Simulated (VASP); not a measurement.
AlN, 4 atoms in the cell. Symmetry: P6_3mc, No. 186, hexagonal system. Conventional cell: a = 3.010 Å, b = 3.010 Å, c = 5.305 Å, α = 90.00°, β = 90.00°, γ = 120.00°. Within 2.5 Å of Al (site symmetry 3m) lie 4 N at 1.85 to 2.02 Å. Within 2.5 Å of N (site symmetry 3m) lie 4 Al at 1.85 to 2.02 Å.  This cell differs from its parent crystal: ratio of the length along z to the lengths across it x 1.1, volume and fractional coordinates fixed.

```yaml
Program: VASP 6.6.1
Task: single point
Functional: r2SCAN
Potentials_or_basis: VASP PAW PBE potentials, release 64 (Al, N)
Cutoff: 520 eV
k_mesh: 12 × 12 × 6
Occupations: gaussian, width 0.05 eV
Spin: no spin polarisation
Dipole_correction: no
Further_INCAR_settings: ALGO = Normal; EDIFF = 1e-07; NBANDS = 16
```

Potentials or basis: VASP PAW PBE potentials, release 64 (Al, N).

Run with:

```sh
$ cat potpaw_PBE.64/Al/POTCAR potpaw_PBE.64/N/POTCAR > POTCAR
$ cp INCAR.step1 INCAR
$ mpirun -np 1 vasp_std > vasp.out
$ cp INCAR.step2 INCAR
$ mpirun -np 1 vasp_std > vasp.out
```

Hardware: 1 thread of AMD EPYC 9R45 96-Core Processor (Zen 5), with other jobs on the host.

**Question.** How long does it take, and how much memory?

**Answer.** It took 2 min on 1 thread of AMD EPYC 9R45 96-Core Processor (Zen 5), with other jobs on the host, peak memory 0.16 GiB. Counts: k points 76.
